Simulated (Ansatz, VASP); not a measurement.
# One calculation of NaLiCl2, two programs

```xyz
4
Lattice="1.9312 1.1150 6.3779 -1.9312 1.1150 6.3779 0.0000 -2.2300 6.3779" Properties=species:S:1:pos:R:3 pbc="T T T"
Li    1.9312    1.1150    6.3779
Na    0.0000    0.0000    9.5669
Cl    0.0000    0.0000    4.9218
Cl    0.0000    0.0000   14.2120
```

Alike in both runs: task single point; functional PBE; k mesh 6 × 6 × 6; no spin polarisation.

```csv
,VASP,Ansatz
version,VASP 6.6.1,Ansatz 0.2.0
potentials or method,"VASP PAW PBE potentials, release 64 (Li_sv, Na_pv, Cl)","plane waves, PAW"
plane-wave cutoff (eV),520,420
occupations,"gaussian, width 0.01 eV",fixed
valence electrons in the cell,24,26
```

```tsv
	VASP	Ansatz	Ansatz less VASP
gap on the k mesh at the Fermi level (eV)	5.31	5.31	-0.004
rms of the force components (eV/Å)	0.003	0.004	+0.0015
```

Atom by atom the forces differ by 0.001 eV/Å (rms over components). VASP's potentials hold 24 valence electrons a cell and Ansatz's 26, so a difference there can come from the potentials and not from the codes.

Noted on VASP's run: the cutoff is short for stress, so the pressure is rough.
